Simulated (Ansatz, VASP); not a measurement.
Two plane-wave programs on Au

INCAR

```
SYSTEM = Au
PREC     = Accurate       ! precision mode
ENCUT    = 520            ! plane-wave cutoff, eV
EDIFF    = 1E-6           ! SCF threshold, eV
ISMEAR   = 0              ! smearing method
SIGMA    = 0.15           ! smearing width, eV
LREAL    = .False.        ! projectors in reciprocal space
LASPH    = .True.         ! aspherical terms in the spheres
NELM     = 100            ! most SCF steps
ALGO     = Fast           ! electronic algorithm
ISIF     = 2              ! what is computed and relaxed
LWAVE    = .False.        ! write WAVECAR
LCHARG   = .True.         ! write CHGCAR
GGA      = PS             ! functional
LELF     = .True.         ! ELF
LVHAR    = .True.       
NBANDS   = 18             ! bands
```

The input KPOINTS:

```
regular mesh
0
Gamma
  24 24 12
  0 0 0
```

POSCAR

```
Au
1.0
    1.4100150311     -2.5044180834      0.0000000000
    1.4100150311      2.5044180834      0.0000000000
    0.0000000000      0.0000000000      4.8006775662
Au
2
Direct
    0.6638639510      0.3361360490      0.2500000000
    0.3361360490      0.6638639510      0.7500000000
```

Input for Ansatz:

```yaml
crystal:
  lattice:
    - [1.4100150311, -2.5044180834, 0.0]
    - [1.4100150311, 2.5044180834, 0.0]
    - [0.0, 0.0, 4.8006775662]
  atoms:
    - { symbol: Au, position: [0.663863951, 0.336136049, 0.25] }
    - { symbol: Au, position: [0.336136049, 0.663863951, 0.75] }
basis:
  ecutwfc: 420
kpoints:
  mp_grid: { grid: [24, 24, 12] }
hamiltonian:
  xc: pbesol
scf:
  occupations: { method: gaussian, width: 0.15 }
output:
  forces: true
  stress: true
  eigenvalues: true
```

Change from the starting cell: strain -0.0050 x Voigt [0, 1, 0, 0, 0, 0], atoms carried along.

Alike in both runs: task single point; functional PBEsol; k mesh 24 × 24 × 12; occupations gaussian, width 0.15 eV; no spin polarisation.

```csv
,VASP,Ansatz
version,VASP 6.6.1,Ansatz 0.2.0
potentials or method,"VASP PAW PBE potentials, release 64 (Au), cutoff 520 eV","scalar-relativistic, plane waves, PAW"
valence electrons in the cell,22,38
```

|  | VASP | Ansatz | Ansatz less VASP |
| --- | --- | --- | --- |
| gap on the k mesh at the Fermi level (eV) | none | none | - |
| pressure (GPa) | 0.6 | 0.9 | +0.22 |
| traceless stress, the component that is largest in VASP (GPa) | 0.65 | 0.65 | -0.002 |

VASP's potentials were made for PBE, not for PBEsol. A gap of «none» marks a metal or a gap that the smearing closes. The functional is the same, so the differences come from potentials, cutoffs and numerics. VASP's potentials hold 22 valence electrons a cell and Ansatz's 38, so a difference there can come from the potentials and not from the codes.

Spin-orbit coupling is off throughout.
